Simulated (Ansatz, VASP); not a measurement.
# HgTe in VASP and in Ansatz

```
Hg Te
1.0
     0.00000    3.22350    3.19127
     3.22350    0.00000    3.19127
     3.22350    3.22350    0.00000
Hg Te
1 1
Direct
  0.00000 0.00000 0.00000
  0.75000 0.75000 0.75000
```

Change from the starting cell: zz strain of -1 %.

Alike in both runs: task single point; functional PBE; k mesh 11 × 11 × 11; occupations fermi-dirac, width 0.03 eV; no spin polarisation.

|  | VASP | Ansatz |
| --- | --- | --- |
| version | VASP 6.6.1 | Ansatz 0.2.0 |
| potentials or method | VASP PAW PBE potentials, release 64 (Hg, Te), cutoff 520 eV | all-electron LAPW, scalar-relativistic |

|  | VASP | Ansatz | Ansatz less VASP |
| --- | --- | --- | --- |
| pressure (GPa) | 4.7 | 4.6 | -0.07 |
| traceless stress, the component that is largest in VASP (GPa) | 0.07 | 0.07 | 0.000 |

Ansatz ran all-electron here, and VASP with PAW potentials.

Neither program's run includes spin-orbit coupling.
